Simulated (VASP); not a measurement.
The system is BaTiO3.

```
Ba Ti O
1.0
     2.86319    1.65306    2.35650
    -2.86319    1.65306    2.35650
     0.00000   -3.30613    2.35650
Ba Ti O
1 1 3
Direct
  0.99460 0.99460 0.99460
  0.48035 0.48035 0.48035
  0.51120 0.51120 0.02185
  0.02185 0.51120 0.51120
  0.51120 0.02185 0.51120
```

```yaml
Program: VASP 6.6.1
Task: relaxation of cell and atoms
Functional: PBEsol
Potentials_or_basis: VASP PAW PBE potentials, release 64 (Ba_sv, Ti_sv, O)
Cutoff: 600 eV
k_mesh: 6 × 6 × 6
Occupations: fermi-dirac, width 0.02 eV
Spin: no spin polarisation
```

At the start: pressure -4.4 GPa; volume 13.38 Å³/atom.

Q: How do energy, volume and symmetry change on relaxing?

A: Over 20 steps the energy falls by 7.8 meV/atom and the volume is 12.84 Å³/atom (-4.0 %); space group R3m (No. 160, to 0.1 Å) before and after.

The path:
```
step  energy change (eV)  largest force (eV/Å)  pressure (GPa)  volume (Å³)
   1              0.0000                0.0413           -4.36        66.92
   2             -0.0003                0.7038            4.67        63.45
   3             -0.0249                0.3410           -0.07        65.15
   4             -0.0338                0.1780            0.01        64.68
   5             -0.0365                0.1158            0.33        64.14
   6             -0.0366                0.1113            0.32        64.21
   7             -0.0378                0.0730           -0.38        64.41
   8             -0.0379                0.0666           -0.48        64.45
   9             -0.0387                0.0314           -0.13        64.30
  10             -0.0387                0.0224           -0.05        64.26
  11             -0.0387                0.0265            0.01        64.25
  12             -0.0387                0.0237            0.01        64.25
  13             -0.0388                0.0160           -0.01        64.23
  14             -0.0388                0.0089           -0.01        64.21
  15             -0.0388                0.0076            0.01        64.21
  16             -0.0388                0.0119            0.01        64.22
  17             -0.0388                0.0093            0.01        64.22
  18             -0.0388                0.0089           -0.01        64.22
  19             -0.0388                0.0084           -0.01        64.21
  20             -0.0388                0.0043           -0.01        64.21
```

Final structure:
```yaml
crystal:
  lattice:
    - [2.82816, 1.63284, 2.31742]
    - [-2.82816, 1.63284, 2.31742]
    - [0.00000, -3.26568, 2.31742]
  atoms:
    - { symbol: Ba, position: [0.99791, 0.99791, 0.99791] }
    - { symbol: Ti, position: [0.48579, 0.48579, 0.48579] }
    - { symbol: O, position: [0.50940, 0.50940, 0.01670] }
    - { symbol: O, position: [0.01670, 0.50940, 0.50940] }
    - { symbol: O, position: [0.50940, 0.01670, 0.50940] }
```

Caveat: the PAW data sets were made with another functional, which shifts forces and pressure a little.
